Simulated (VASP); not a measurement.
# FePt (P4/mmm) in VASP: further runs

The runs below take FePt through single point, with PBEsol, PBEsol-based global hybrid with 25 % exact exchange, HSE06.

Everything below comes from runs of VASP 6.6.1. Logs are shortened: lines on timing, memory, paths and dates and some standing lists are left out, and cuts for length are marked.

### 1 The cell of the first run

It takes space group P4/mmm (No. 123, tetragonal). The conventional cell has a = 2.724 Å, b = 2.724 Å, c = 3.720 Å, α = 90.00°, β = 90.00°, γ = 90.00°. Pt (site symmetry 4/mmm) has 8 Fe at 2.68 Å and 4 Pt at 2.72 Å within 3.5 Å. Within 3.5 Å of Fe (site symmetry 4/mmm) lie 8 Pt at 2.68 Å and 4 Fe at 2.72 Å.

### 2 Single point, PBEsol, non-collinear spin, typed start, spin-orbit coupling

INCAR

```
  PREC = Accurate
  ENCUT = 520
  EDIFF = 1E-6
  ISMEAR = -1
  SIGMA = 0.05
  LREAL = F
  LASPH = T
  NELM = 150
  ALGO = Fast
  ISIF = 2
  LWAVE = F
  LCHARG = F
  MAGMOM = 0 0 0 1.732 1.732 1.732
  LORBIT = 11
  LSORBIT = T
  GGA_COMPAT = F
  LORBMOM = T
  LMAXMIX = 4
  GGA = PS
  NBANDS = 30
```

KPOINTS

```
regular mesh
0
Gamma
  10 10 7
```

POSCAR

```
FePt
1.0
    2.7235000000      0.0000000000      0.0000000000
    0.0000000000      2.7235000000      0.0000000000
    0.0000000000      0.0000000000      3.7200000000
Pt Fe
1 1
Direct
    0.5000000000      0.5000000000      0.5000000000
    0.0000000000      0.0000000000      0.0000000000
```

Potentials or basis: VASP PAW PBE potentials, release 64 (Pt, Fe).

The run is started by

```bash
> cat potpaw_PBE.64/Pt/POTCAR potpaw_PBE.64/Fe/POTCAR > POTCAR
> mpirun -np 1 vasp_ncl > vasp.out
```

OUTCAR:

```text
PREC = Accurate
   ENCUT = 520
   EDIFF = 1E-6
   ISMEAR = -1
   LREAL = F
   LASPH = T
   NELM = 150
   ISIF = 2
   LORBIT = 11
   LSORBIT = T
   GGA = PS

 ion  position               nearest neighbor table
   1  0.500  0.500  0.500-   2 2.68   2 2.68   2 2.68   2 2.68   2 2.68   2 2.68   2 2.68   2 2.68

   2  0.000  0.000  0.000-   1 2.68   1 2.68   1 2.68   1 2.68   1 2.68   1 2.68   1 2.68   1 2.68

  LATTYP: Found a simple tetragonal cell.
 ALAT       =     2.7235000000
 C/A-ratio  =     1.3658894804

  Lattice vectors:

 A1 = (   2.7235000000,   0.0000000000,   0.0000000000)
 A2 = (   0.0000000000,   2.7235000000,   0.0000000000)
 A3 = (   0.0000000000,   0.0000000000,   3.7200000000)

Analysis of symmetry for initial positions (statically):
=====================================================================
 Subroutine PRICEL returns:
 Original cell was already a primitive cell.

 Routine SETGRP: Setting up the symmetry group for a
 simple tetragonal supercell.

 Subroutine GETGRP returns: Found 16 space group operations
 (whereof 16 operations were pure point group operations)
 out of a pool of 16 trial point group operations.

The static configuration has the point symmetry D_4h.

Analysis of symmetry for dynamics (positions and initial velocities):
=====================================================================
 Subroutine PRICEL returns:
 Original cell was already a primitive cell.

 Routine SETGRP: Setting up the symmetry group for a
 simple tetragonal supercell.

 Subroutine GETGRP returns: Found 16 space group operations
 (whereof 16 operations were pure point group operations)
 out of a pool of 16 trial point group operations.

The dynamic configuration has the point symmetry D_4h.

Analysis of structural, dynamic, and magnetic symmetry:
=====================================================================
 Subroutine PRICEL returns:
 Original cell was already a primitive cell.

 Routine SETGRP: Setting up the symmetry group for a
 simple tetragonal supercell.

 Subroutine GETGRP returns: Found  2 space group operations
 (whereof  2 operations were pure point group operations)
 out of a pool of 16 trial point group operations.

The overall configuration has the point symmetry S_2 .

 Subroutine INISYM returns: Found  2 space group operations
 (whereof  2 operations are pure point group operations),
 and found     1 'primitive' translations

----------------------------------------------------------------------------------------

                                     Primitive cell

  volume of cell :      27.5929

  direct lattice vectors                    reciprocal lattice vectors
     2.723500000  0.000000000  0.000000000     0.367174592  0.000000000  0.000000000
     0.000000000  2.723500000  0.000000000     0.000000000  0.367174592  0.000000000
     0.000000000  0.000000000  3.720000000     0.000000000  0.000000000  0.268817204

  length of vectors
     2.723500000  2.723500000  3.720000000     0.367174592  0.367174592  0.268817204

  position of ions in fractional coordinates (direct lattice)
     0.500000000  0.500000000  0.500000000
     0.000000000  0.000000000  0.000000000

  ion indices of the primitive-cell ions
   primitive index   ion index
                 1           1
                 2           2

----------------------------------------------------------------------------------------

 KPOINTS: regular mesh

Automatic generation of k-mesh.
 Grid dimensions read from file:
 generate k-points for:   10   10    7

 Generating k-lattice:

  Cartesian coordinates                     Fractional coordinates (reciprocal lattice)
     0.036717459  0.000000000  0.000000000     0.100000000  0.000000000  0.000000000
     0.000000000  0.036717459  0.000000000     0.000000000  0.100000000  0.000000000
     0.000000000  0.000000000  0.038402458     0.000000000  0.000000000  0.142857143

  Length of vectors
     0.036717459  0.036717459  0.038402458

  Shift w.r.t. Gamma in fractional coordinates (k-lattice)
     0.000000000  0.000000000  0.000000000

 Subroutine IBZKPT returns following result:
 ===========================================

 Found    352 irreducible k-points:

 Following reciprocal coordinates:
            Coordinates               Weight
  0.000000  0.000000  0.000000      1.000000
  0.100000  0.000000  0.000000      2.000000
  0.000000  0.100000  0.000000      2.000000
  0.200000  0.000000  0.000000      2.000000
[... 38 lines left out ...]
   NELM   =    150;   NELMIN=  2; NELMDL= -5     # of ELM steps
   EDIFF  = 0.1E-05   stopping-criterion for ELM
   LREAL  =      F    real-space projection
   EDIFFG = 0.1E-04   stopping-criterion for IOM
   NSW    =      0    number of steps for IOM
   IBRION =     -1    ionic relax: 0-MD 1-quasi-New 2-CG
   NFREE  =      0    steps in history (QN), initial steepest desc. (CG)
   ISIF   =      2    stress and relaxation
   ISYM   =      2    0-nonsym 1-usesym 2-fastsym
   POTIM  = 0.5000    time-step for ionic-motion
   TEBEG  =    0.0;   TEEND  =   0.0 temperature during run
   PSTRESS=    0.0 pullay stress
   NELECT =      18.0000    total number of electrons
   NUPDOWN=      -1.0000    fix difference up-down
   EMIN   =  10.00;   EMAX   =-10.00  energy-range for DOS
   EFERMI =   0.00;   METHOD = LEGACY
   ISMEAR =    -1;   SIGMA  =   0.05  broadening in eV -4-tet -1-fermi 0-gaus
   EFERMI_NEDOS =   21; number of points for ismear=-14 and -15
   IALGO  =     68    algorithm
   IMIX   =      4    mixing-type and parameters
     AMIX     =   0.40;   BMIX     =  1.00
     AMIX_MAG =   1.60;   BMIX_MAG =  1.00
  volume/ion in A,a.u.               =      13.80        93.10
  Fermi-wavevector in a.u.,A,eV,Ry     =   1.419819  2.683070 27.427809  2.015887
  Thomas-Fermi vector in A             =   2.540800
   LORBIT       =     11    0 simple, 1 ext, 2 COOP (PROOUT), +10 PAW based schemes
   GGA     = PS    functional components
   LHFCALC =     F    Hartree Fock is set to
   AEXX    =    0.0000 exact exchange contribution
   IVDW    =     0    specifies the selected vdW correction
   LEPSILON=     F    determine dielectric tensor
   LRPA    =     F    only Hartree local field effects (RPA)
 RMM-DIIS sequential band-by-band and
  energy-cutoff  :      520.00
  volume of cell :       27.59
 maximum number of plane-waves:      1516
   NGX = 11   NGY = 11   NGZ = 13

 number of electron      17.9999997 magnetization       1.8598027      1.8604318      1.9018715

 Free energy of the ion-electron system (eV)
  ---------------------------------------------------
  ext. energy  EPLUGINS =         0.00000000
  ---------------------------------------------------
  free energy    TOTEN  =       -16.64730821 eV

  energy without entropy =      -16.63543793  energy(sigma->0) =      -16.64137307

 E-fermi :   8.5763     XC(G=0): -13.2093

 val. band max:        8.5687309672   @ k =   0.4000   0.5000   0.2857
 cond. band min:       8.5766613278   @ k =   0.4000   0.4000   0.0000
 fundamental gap:      0.0079303606
 Fermi energy:         8.5763266947

 k-point     1 :       0.0000    0.0000    0.0000
  band No.  band energies     occupation
      1      -1.1373      1.00000
      2      -0.9602      1.00000
      3       2.1036      1.00000
      4       2.2384      1.00000
      5       2.6097      1.00000
      6       2.6417      1.00000
[... 781 lines left out ...]
     29      21.5629      0.00000
     30      22.0300      0.00000

 [... further k-points ...]

------------------------ aborting loop because EDIFF is reached ----------------------------------------

  FORCE on cell =-STRESS in cart. coord.  units (eV):
  Direction    XX          YY          ZZ          XY          YZ          ZX
  --------------------------------------------------------------------------------------
  -------------------------------------------------------------------------------------
  Total       -1.2133055     -1.2134627     -0.9568495     -0.0024395      0.0066899      0.0050199
  in kB      -70.4503345    -70.4594626    -55.5592658     -0.1416518      0.3884482      0.2914782
  external PRESSURE =     -65.4896876 kB  Pullay stress =       0.0000000 kB

 VOLUME and BASIS-vectors are now :
 -----------------------------------------------------------------------------
  energy-cutoff  :      520.00
  volume of cell :       27.59
      direct lattice vectors                 reciprocal lattice vectors
     2.723500000  0.000000000  0.000000000     0.367174592  0.000000000  0.000000000
     0.000000000  2.723500000  0.000000000     0.000000000  0.367174592  0.000000000
     0.000000000  0.000000000  3.720000000     0.000000000  0.000000000  0.268817204

 POSITION                                       TOTAL-FORCE (eV/Angst)
 -----------------------------------------------------------------------------------
      1.36175      1.36175      1.86000         0.000000      0.000000      0.000000
      0.00000      0.00000      0.00000         0.000000      0.000000      0.000000
 -----------------------------------------------------------------------------------
    total drift:                               -0.000000      0.000000      0.000000

  FREE ENERGIE OF THE ION-ELECTRON SYSTEM (eV)
  ---------------------------------------------------
  free  energy   TOTEN  =       -16.6473082097 eV

  energy  without entropy=      -16.6354379326  energy(sigma->0) =      -16.64137307

 orbital moment (x)

 # of ion     p       d       tot
 ----------------------------------------
  1         0.003   0.033   0.036
  2        -0.000   0.037   0.037
 ----------------------------------------
            0.003   0.069   0.072

 orbital moment (y)

 # of ion     p       d       tot
 ----------------------------------------
  1         0.003   0.033   0.036
  2        -0.000   0.037   0.037
 ----------------------------------------
            0.003   0.069   0.072

 orbital moment (z)

 # of ion     p       d       tot
 ----------------------------------------
  1         0.002   0.028   0.029
  2        -0.000   0.039   0.039
 ----------------------------------------
            0.002   0.067   0.068

 Spin-Orbit-Coupling matrix elements

 Ion:    1  E_soc:     -0.7261279
 l=   1
     0.0000000    -0.0364413    -0.0385851
    -0.0364413     0.0000000    -0.0364424
    -0.0385851    -0.0364424     0.0000000
 l=   2
     0.0000000    -0.0155076     0.0000000    -0.0155071    -0.0683537
    -0.0155076     0.0000000    -0.0520068    -0.0153450    -0.0164370
     0.0000000    -0.0520068     0.0000000    -0.0520011     0.0000000
    -0.0155071    -0.0153450    -0.0520011     0.0000000    -0.0164369
    -0.0683537    -0.0164370     0.0000000    -0.0164369     0.0000000
 l=   3
     0.0000000     0.0000000     0.0000000     0.0000000     0.0000000     0.0000000     0.0000000
     0.0000000     0.0000000     0.0000000     0.0000000     0.0000000     0.0000000     0.0000000
     0.0000000     0.0000000     0.0000000     0.0000000     0.0000000     0.0000000     0.0000000
     0.0000000     0.0000000     0.0000000     0.0000000     0.0000000     0.0000000     0.0000000
     0.0000000     0.0000000     0.0000000     0.0000000     0.0000000     0.0000000     0.0000000
     0.0000000     0.0000000     0.0000000     0.0000000     0.0000000     0.0000000     0.0000000
     0.0000000     0.0000000     0.0000000     0.0000000     0.0000000     0.0000000     0.0000000

 Ion:    2  E_soc:     -0.0095345
 l=   1
     0.0000000    -0.0004709    -0.0003949
    -0.0004709     0.0000000    -0.0004709
    -0.0003949    -0.0004709     0.0000000
 l=   2
     0.0000000    -0.0001383     0.0000000    -0.0001390    -0.0012066
    -0.0001383     0.0000000    -0.0007673    -0.0001058    -0.0001533
     0.0000000    -0.0007673     0.0000000    -0.0007673     0.0000000
    -0.0001390    -0.0001058    -0.0007673     0.0000000    -0.0001530
    -0.0012066    -0.0001533     0.0000000    -0.0001530     0.0000000
 l=   3
     0.0000000     0.0000000     0.0000000     0.0000000     0.0000000     0.0000000     0.0000000
     0.0000000     0.0000000     0.0000000     0.0000000     0.0000000     0.0000000     0.0000000
     0.0000000     0.0000000     0.0000000     0.0000000     0.0000000     0.0000000     0.0000000
     0.0000000     0.0000000     0.0000000     0.0000000     0.0000000     0.0000000     0.0000000
     0.0000000     0.0000000     0.0000000     0.0000000     0.0000000     0.0000000     0.0000000
     0.0000000     0.0000000     0.0000000     0.0000000     0.0000000     0.0000000     0.0000000
     0.0000000     0.0000000     0.0000000     0.0000000     0.0000000     0.0000000     0.0000000

 total charge

# of ion       s       p       d       tot
------------------------------------------
    1        0.708   0.684   8.021   9.413
    2        0.412   0.457   6.125   6.994
--------------------------------------------------
tot          1.120   1.142  14.146  16.408

 magnetization (x)

# of ion       s       p       d       tot
------------------------------------------
    1       -0.014  -0.035   0.235   0.186
    2        0.002  -0.003   1.655   1.654
--------------------------------------------------
tot         -0.012  -0.038   1.890   1.840

 magnetization (y)

# of ion       s       p       d       tot
------------------------------------------
    1       -0.014  -0.036   0.236   0.186
    2        0.002  -0.003   1.655   1.654
--------------------------------------------------
tot         -0.012  -0.039   1.891   1.840

 magnetization (z)

# of ion       s       p       d       tot
------------------------------------------
    1       -0.014  -0.036   0.242   0.192
    2        0.003  -0.002   1.692   1.692
--------------------------------------------------
tot         -0.012  -0.038   1.934   1.884
```

Wall time 9.3 min (1 thread of Intel Xeon 6975P-C (Granite Rapids), shared host); peak memory 0.52 GiB.

What came out:

| Quantity | Value |
| --- | --- |
| Free energy | -16.6473 eV |
| Pressure | -6.5 GPa |
| Net moment | 3.25 μB per cell |
| Valence electrons inside the program's atomic spheres | Pt 9.41; Fe 6.99 |

Stress tensor (GPa, compression positive):
```
-7.05 -0.01  0.03
-0.01 -7.05  0.04
 0.03  0.04 -5.56
```

Moments on the atoms (μB; x, y, z):
```
Pt  0.19 0.19 0.19
Fe  1.65 1.65 1.69
```

Caveat: the cell stands under tension; the PAW data sets were made with another functional, which shifts forces and pressure a little.

(Part 1 of 2 ends here.)
